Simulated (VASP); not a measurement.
# SnO2 (P6_3/mmc) in VASP: vibrations by perturbation theory with LDA

Aim: the vibrations by perturbation theory of SnO2 with LDA.

Everything below comes from runs of VASP 6.6.1. Logs are shortened: lines on timing, memory, paths and dates and some standing lists are left out, and cuts for length are marked.

## (1) The cell of the first run

The structure is hexagonal, space group P6_3/mmc (No. 194). The conventional cell has a = 3.231 Å, b = 3.231 Å, c = 10.791 Å, α = 90.00°, β = 90.00°, γ = 120.00°. Within 2.8 Å of Sn (site symmetry -3m) lie 6 O at 2.12 Å. Within 2.8 Å of O (site symmetry 3m) lie 3 Sn at 2.12 Å and 3 O at 2.76 Å.

## (2) Vibrations by perturbation theory, LDA

The input, INCAR:

```
SYSTEM = SnO2
PREC = Accurate ; ENCUT = 520
EDIFF = 1E-8 ; ISMEAR = 0
SIGMA = 0.01 ; LREAL = .False.
LASPH = .True. ; NELM = 80
ALGO = Normal ; ISIF = 2
LWAVE = .False. ; LCHARG = .False.
NBANDS = 35 ; IBRION = 8
NSW = 1
```

The input, KPOINTS:

```
Automatic mesh
0
Gamma
  6 6 2
  0 0 0
```

The input, POSCAR:

```
SnO2
1.0
    3.2305800000      0.0000000000      0.0000000000
   -1.6152900000      2.7977600000      0.0000000000
    0.0000000000      0.0000000000     10.7905600000
Sn O
2 4
Direct
    0.0000000000      0.0000000000      0.5000000000
    0.0000000000      0.0000000000      0.0000000000
    0.6666666667      0.3333333333      0.4058600000
    0.6666666667      0.3333333333      0.0941400000
    0.3333333333      0.6666666667      0.5941400000
    0.3333333333      0.6666666667      0.9058600000
```

Potentials or basis: VASP PAW LDA potentials, release 64 (Sn_d, O).

Started as:

```console
> cat potpaw_LDA.64/Sn_d/POTCAR potpaw_LDA.64/O/POTCAR > POTCAR
> mpirun -np 1 vasp_std > vasp.out
```

OUTCAR:

```text
SYSTEM = SnO2
   PREC = Accurate
   ENCUT = 520
   EDIFF = 1E-8
   ISMEAR = 0
   LREAL = .False.
   LASPH = .True.
   NELM = 80
   ISIF = 2
   IBRION = 8
   NSW = 1

 ion  position               nearest neighbor table
   1  0.000  0.000  0.500-   5 2.12   3 2.12   5 2.12   3 2.12   3 2.12   5 2.12
   2  0.000  0.000  0.000-   6 2.12   4 2.12   6 2.12   4 2.12   4 2.12   6 2.12
   3  0.667  0.333  0.406-   1 2.12   1 2.12   1 2.12
   4  0.667  0.333  0.094-   2 2.12   2 2.12   2 2.12
   5  0.333  0.667  0.594-   1 2.12   1 2.12   1 2.12
   6  0.333  0.667  0.906-   2 2.12   2 2.12   2 2.12

  LATTYP: Found a hexagonal cell.
 ALAT       =     3.2305800000
 C/A-ratio  =     3.3401308743

  Lattice vectors:

 A1 = (   3.2305800000,   0.0000000000,   0.0000000000)
 A2 = (  -1.6152900000,   2.7977600000,   0.0000000000)
 A3 = (   0.0000000000,   0.0000000000,  10.7905600000)

Analysis of symmetry for initial positions (statically):
=====================================================================
 Subroutine PRICEL returns:
 Original cell was already a primitive cell.

 Routine SETGRP: Setting up the symmetry group for a
 hexagonal supercell.

 Subroutine GETGRP returns: Found 24 space group operations
 (whereof 12 operations were pure point group operations)
 out of a pool of 24 trial point group operations.

The static configuration has the point symmetry D_3d.
 The point group associated with its full space group is D_6h.

Analysis of symmetry for dynamics (positions and initial velocities):
=====================================================================
 Subroutine PRICEL returns:
 Original cell was already a primitive cell.

 Routine SETGRP: Setting up the symmetry group for a
 hexagonal supercell.

 Subroutine GETGRP returns: Found 24 space group operations
 (whereof 12 operations were pure point group operations)
 out of a pool of 24 trial point group operations.

The dynamic configuration has the point symmetry D_3d.
 The point group associated with its full space group is D_6h.

[... 692 lines left out ...]
  external PRESSURE =     -71.2934158 kB  Pullay stress =       0.0000000 kB

 VOLUME and BASIS-vectors are now :
 -----------------------------------------------------------------------------
  energy-cutoff  :      520.00
  volume of cell :       97.53
      direct lattice vectors                 reciprocal lattice vectors
     3.230580000  0.000000000  0.000000000     0.309541940  0.178714400  0.000000000
    -1.615290000  2.797760000  0.000000000     0.000000000  0.357428800  0.000000000
     0.000000000  0.000000000 10.790560000     0.000000000  0.000000000  0.092673596

 POSITION                                       TOTAL-FORCE (eV/Angst)
 -----------------------------------------------------------------------------------
      0.00000      0.00000      5.39528         0.000000      0.000000      0.000000
      0.00000      0.00000      0.00000         0.000000      0.000000      0.000000
      1.61529      0.93259      4.37946         0.000000      0.000000      0.636900
      1.61529      0.93259      1.01582        -0.000000      0.000000     -0.636900
     -0.00000      1.86517      6.41110         0.000000     -0.000000     -0.636900
     -0.00000      1.86517      9.77474        -0.000000     -0.000000      0.636900
 -----------------------------------------------------------------------------------
    total drift:                               -0.000000      0.000000      0.000000

  FREE ENERGIE OF THE ION-ELECTRON SYSTEM (eV)
  ---------------------------------------------------
  free  energy   TOTEN  =       -40.7280434117 eV

  energy  without entropy=      -40.7280434117  energy(sigma->0) =      -40.72804341

[... ionic steps 2 to 9 ...]

--------------------------------------- Ionic step       10  -------------------------------------------

------------------------ aborting loop because EDIFF is reached ----------------------------------------

[... ionic steps 11 to 11 ...]

--------------------------------------- Ionic step       12  -------------------------------------------

 Free energy of the ion-electron system (eV)
  ---------------------------------------------------
  ---------------------------------------------------
  free energy    TOTEN  =        -0.38421866 eV

  energy without entropy =       -0.38421866

------------------------ aborting loop because EDIFF is reached ----------------------------------------

 INTERNAL STRAIN TENSOR  FOR ION    3  DIRECTION 3   (eV/Angst):
 -----------------------------------------------------------------------------
     8.65212 -0.00000 -0.00000
     0.00000  8.65209  0.00000
     0.00000 -0.00000 13.43177

 INTERNAL STRAIN TENSOR FOR ION    6 for displacements in x,y,z  (eV/Angst):
          X           Y           Z          XY          YZ          ZX
  --------------------------------------------------------------------------------
  x     0.00000    -0.00000     0.00000    -0.36769     0.00000    10.29506
  y    -0.36769     0.36769     0.00000     0.00000    10.87526     0.00000
  z     8.65212     8.65209    13.43177     0.00000     0.00000     0.00000

 SECOND DERIVATIVES (NOT SYMMETRIZED)
 ------------------------------------
               1X          1Y          1Z          2X          2Y          2Z          3X          3Y          3Z          4X          4Y          4Z          5X          5Y          5Z          6X          6Y          6Z
  1X   -12.359036    0.000000    0.000000   -0.009338    0.000000    0.000000    6.189408    0.000000    0.000000   -0.005220    0.000000    0.000000    6.189408    0.000000    0.000000   -0.005220    0.000000    0.000000
  1Y     0.000000  -12.358998    0.000000    0.000000   -0.009338    0.000000    0.000000    6.189389    0.000000    0.000000   -0.005220    0.000000    0.000000    6.189389    0.000000    0.000000   -0.005220    0.000000
  1Z     0.000000   -0.000000  -22.791448    0.000000   -0.000000    2.183014   -0.000000   -0.000000   11.375126    0.000000    0.000000   -1.070909    0.000000   -0.000000   11.375126   -0.000000    0.000000   -1.070909
  2X    -0.009338    0.000000    0.000000  -12.359036    0.000000    0.000000   -0.005220    0.000000    0.000000    6.189408    0.000000    0.000000   -0.005220    0.000000    0.000000    6.189408    0.000000    0.000000
  2Y     0.000000   -0.009338    0.000000    0.000000  -12.358998    0.000000    0.000000   -0.005220    0.000000    0.000000    6.189389    0.000000    0.000000   -0.005220    0.000000    0.000000    6.189389    0.000000
  2Z     0.000000    0.000000    2.183014    0.000000    0.000000  -22.791448    0.000000   -0.000000   -1.070909    0.000000    0.000000   11.375126    0.000000   -0.000000   -1.070909    0.000000    0.000000   11.375126
  3X     6.197575    0.000000    0.000000    0.004926    0.000000   -0.000000   -8.271745    0.000000   -0.000000    0.024634    0.000000    0.000000    2.080202    0.000000    0.000000   -0.035592    0.000000    0.000000
  3Y     0.000000    6.197556    0.000000    0.000000    0.004926    0.000000    0.000000   -8.271719   -0.000000    0.000000    0.024634   -0.000000    0.000000    2.080196    0.000000    0.000000   -0.035592    0.000000
  3Z     0.000000   -0.000000   11.322974    0.000000   -0.000000   -1.048731    0.000000   -0.000000  -12.025812    0.000000    0.000000    0.518339    0.000000    0.000000    0.676309    0.000000    0.000000    0.556921
  4X     0.004926    0.000000    0.000000    6.197575   -0.000000    0.000000    0.024634    0.000000    0.000000   -8.271745    0.000000    0.000000   -0.035592    0.000000    0.000000    2.080202    0.000000   -0.000000
  4Y     0.000000    0.004926   -0.000000    0.000000    6.197556    0.000000    0.000000    0.024634   -0.000000    0.000000   -8.271719    0.000000    0.000000   -0.035592   -0.000000    0.000000    2.080196    0.000000
  4Z     0.000000   -0.000000   -1.048731    0.000000    0.000000   11.322974    0.000000    0.000000    0.518339    0.000000    0.000000  -12.025812   -0.000000   -0.000000    0.556921   -0.000000    0.000000    0.676309
  5X     6.197575    0.000000    0.000000    0.004926    0.000000   -0.000000    2.080202    0.000000    0.000000   -0.035592    0.000000    0.000000   -8.271745    0.000000   -0.000000    0.024634    0.000000    0.000000
  5Y     0.000000    6.197556    0.000000    0.000000    0.004926    0.000000    0.000000    2.080196    0.000000    0.000000   -0.035592    0.000000    0.000000   -8.271719   -0.000000    0.000000    0.024634   -0.000000
  5Z     0.000000   -0.000000   11.322974    0.000000   -0.000000   -1.048731    0.000000    0.000000    0.676309    0.000000    0.000000    0.556921    0.000000   -0.000000  -12.025812    0.000000    0.000000    0.518339
  6X     0.004926    0.000000    0.000000    6.197575   -0.000000    0.000000   -0.035592    0.000000    0.000000    2.080202    0.000000   -0.000000    0.024634    0.000000    0.000000   -8.271745    0.000000    0.000000
  6Y     0.000000    0.004926   -0.000000    0.000000    6.197556    0.000000    0.000000   -0.035592   -0.000000    0.000000    2.080196    0.000000    0.000000    0.024634   -0.000000    0.000000   -8.271719    0.000000
  6Z     0.000000   -0.000000   -1.048731    0.000000    0.000000   11.322974   -0.000000   -0.000000    0.556921   -0.000000    0.000000    0.676309    0.000000    0.000000    0.518339    0.000000    0.000000  -12.025812

 Eigenvectors and eigenvalues of the dynamical matrix
 ----------------------------------------------------

   1 f  =   15.520957 THz    97.521046 2PiTHz  517.723384 cm-1    64.189490 meV
             X         Y         Z           dx          dy          dz
      0.000000  0.000000  5.395280    -0.000000    0.000000    0.325914
      0.000000  0.000000  0.000000    -0.000000    0.000000   -0.325914
      1.615290  0.932587  4.379457     0.000000   -0.000000   -0.443723
      1.615290  0.932587  1.015823    -0.000000    0.000000    0.443723
     -0.000000  1.865173  6.411103    -0.000000   -0.000000   -0.443723
     -0.000000  1.865173  9.774737     0.000000   -0.000000    0.443723
[... 145 lines left out ...]
  18 f/i=    0.321405 THz     2.019446 2PiTHz   10.720910 cm-1     1.329223 meV
             X         Y         Z           dx          dy          dz
      0.000000  0.000000  5.395280     0.627428   -0.000000    0.000000
      0.000000  0.000000  0.000000    -0.627428    0.000000    0.000000
      1.615290  0.932587  4.379457     0.230580   -0.000000    0.000000
      1.615290  0.932587  1.015823    -0.230580    0.000000    0.000000
     -0.000000  1.865173  6.411103     0.230580   -0.000000    0.000000
     -0.000000  1.865173  9.774737    -0.230580    0.000000    0.000000

--------------------------------------------------------------------------------------------------------

 ELASTIC MODULI CONTR FROM IONIC RELAXATION (kBar)
 Direction    XX          YY          ZZ          XY          YZ          ZX
 --------------------------------------------------------------------------------
 XX        -389.3043   -387.5767   -603.0259     -0.0000      0.0000     -0.0000
 YY        -387.5767   -389.3019   -603.0241     -0.0000     -0.0000     -0.0000
 ZZ        -603.0259   -603.0241   -936.1529     -0.0000      0.0000     -0.0000
 XY          -0.0000     -0.0000     -0.0000     -0.8632     -0.0000     -0.0000
 YZ           0.0000     -0.0000      0.0000     -0.0000   -746.4057     -0.0000
 ZX          -0.0000     -0.0000     -0.0000     -0.0000     -0.0000   -668.8857
 --------------------------------------------------------------------------------
```

Wall time 12 min (1 thread of Oxide Virtual Turin-like, shared host); peak memory 0.37 GiB.

What came out:

```
Highest phonon frequency at Γ, LO-TO splitting left out : 518 cm⁻¹
```

Phonon frequencies in cm⁻¹ (negative: imaginary):
```tsv
q point	frequencies
(0.000, 0.000, 0.000)	-11 -11 0 0 0 18 365 365 366 366 418 418 421 421 464 465 471 518
```

Caveat: the k points lie up to 0.37 Å⁻¹ apart; the cell stands under pressure or tension, which shifts response properties; some modes are imaginary; spin-orbit coupling is left out, which moves the levels of the heavy elements.
